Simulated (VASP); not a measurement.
Wanted: the native input for a VASP 6.6.1 run.

- Task: single point
- Functional: PBE
- Potentials or basis: VASP PAW PBE potentials, release 64 (Ta_pv, Si, O)
- Cutoff: 520 eV
- k mesh: 4 × 4 × 4
- Occupations: gaussian, width 0.1 eV
- Spin: no spin polarisation
- Dipole correction: no
- Further INCAR settings: ALGO = Normal; EDIFF = 1e-07; NBANDS = 40

The structure of Ta3SiO4 lies in POSCAR:

```
Ta3SiO4
1.0
    4.8732149300      0.0000000000      0.0000000000
    0.0000000000      4.8732149300      0.0000000000
    0.0000000000      0.0000000000      4.8732149300
Ta Si O
3 1 4
Direct
    0.0000000000      0.5000000000      0.5000000000
    0.5000000000      0.0000000000      0.5000000000
    0.5000000000      0.5000000000      0.0000000000
    0.0000000000      0.0000000000      0.0000000000
    0.5000000000      0.0000000000      0.0000000000
    0.0000000000      0.5000000000      0.0000000000
    0.0000000000      0.0000000000      0.5000000000
    0.5000000000      0.5000000000      0.5000000000
```

One way to write it, as run:

INCAR

```
ALGO = Normal ; EDIFF = 1E-7
ENCUT = 520 ; GGA = PE
ISIF = 2 ; ISMEAR = 0
LASPH = True ; LCHARG = True
LELF = True ; LREAL = False
LVHAR = True ; LWAVE = False
NBANDS = 40 ; NELM = 100
PREC = Accurate ; SIGMA = 0.1
```

KPOINTS

```
k-points
0
Gamma
  4 4 4
```

Potentials or basis: VASP PAW PBE potentials, release 64 (Ta_pv, Si, O).

Launch:

```sh
$ cat potpaw_PBE.64/Ta_pv/POTCAR potpaw_PBE.64/Si/POTCAR potpaw_PBE.64/O/POTCAR > POTCAR
$ mpirun -np 1 vasp_std > vasp.out
```

It gave:

| Quantity | Value |
| --- | --- |
| Pressure | -27.5 GPa |

Caveat: an odd number of electrons without spin polarisation forces a metal; a magnetic or distorted state may lie lower.

Wall time 37 s on 1 thread of Intel Xeon 6975P-C (shared host), peak memory 0.22 GiB.
